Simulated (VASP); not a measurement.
**Bi: single point with PBE**

The system is Bi.

```xyz
2
Lattice="2.2675 1.3091 3.8592 -2.2675 1.3091 3.8592 0.0000 -2.6183 3.8592" Properties=species:S:1:pos:R:3 pbc="T T T"
Bi    0.0000    0.0000    8.8685
Bi    0.0000    0.0000    2.7092
```

```json
{
  "Program": "VASP 6.6.1",
  "Task": "single point",
  "Functional": "PBE",
  "Potentials or basis": "VASP PAW PBE potentials, release 64 (Bi_d)",
  "Cutoff": "520 eV",
  "k mesh": "6 × 6 × 6",
  "Occupations": "fermi-dirac, width 0.05 eV",
  "Spin": "no spin polarisation"
}
```

* Pressure: 3.1 GPa
* Largest force: 0.230 eV/Å
* Band gap on the k mesh: zero (band 15 reaches 6.48 eV, above the bottom of band 16 at 6.38 eV)

Forces in eV/Å, atoms in the order of the input:
```
Bi   0.000  0.000 -0.230
Bi   0.000  0.000  0.230
```

Stress tensor (GPa, compression positive):
```
2.94 0.00 0.00
0.00 2.94 0.00
0.00 0.00 3.47
```

Levels at points of the mesh, in eV from the Fermi level:
```tsv
k point	band 12	band 13	band 14	band 15	band 16	band 17	band 18	band 19
(0.00, 0.00, 0.00)	-7.27	-1.30	-1.24	-1.24	2.62	3.12	3.12	5.78
(0.50, 0.00, 0.00)	-10.53	-1.15	-1.14	-0.21	-0.15	0.68	1.08	7.79
(0.50, 0.50, 0.00)	-9.37	-4.75	-2.99	-2.97	2.39	5.20	5.62	7.13
(0.50, 0.50, 0.50)	-9.88	-0.94	-0.62	-0.62	0.67	0.67	0.78	7.23
```

Wall time 60 s on 1 thread of Intel Xeon 8259CL (shared host), peak memory 0.21 GiB.

Caveat: spin-orbit coupling is left out, which moves the levels of the heavy elements.
